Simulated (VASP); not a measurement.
Runs of VASP 6.6.1 on C. The structure is that of space group Fd-3m (No. 227), or close to it. The cells are those of the table. 

```tsv
task	cell	cutoff (eV)	smearing	gap on the mesh (eV)	pressure (GPa)
relaxation of the atoms	atoms relaxed from a = 2.547, b = 2.547, c = 2.538 Å, angles 60.1, 60.1, 59.8°, 2 atoms	520	gaussian 0.02 eV	3.88	-14.7
single point	a = 2.522, b = 2.522, c = 2.538 Å, angles 59.8, 59.8, 60.4°, 2 atoms	600	gaussian 0.01 eV	3.70	-7.1
single point	a = 2.522, b = 2.522, c = 2.538 Å, angles 59.8, 59.8, 60.4°, 2 atoms	600	gaussian 0.02 eV	3.70	-7.1
relaxation of the atoms	atoms relaxed from a = 2.522, b = 2.522, c = 2.538 Å, angles 59.8, 59.8, 60.4°, 2 atoms	520	gaussian 0.02 eV	3.70	-6.5
single point	a = 2.547, b = 2.547, c = 2.538 Å, angles 60.1, 60.1, 59.8°, 2 atoms	600	gaussian 0.02 eV	3.88	-15.3
single point	a = 2.518, b = 2.518, c = 2.538 Å, angles 59.7, 59.7, 60.5°, 2 atoms	600	gaussian 0.02 eV	3.62	(a)
```

Alike in all rows: level PBEsol; potentials or basis VASP PAW PBE potentials, release 64 (C); no spin polarisation; k mesh 10 × 10 × 10.

Question: Fill in the values left out.

Answer: (a) -5.6.

Caveats: the PAW data sets were made with another functional, which shifts forces and pressure a little; the cell stands under tension (at least some runs); the relaxation stopped at its first step, so nothing moved (at least some runs).

A k mesh can miss the band edges.
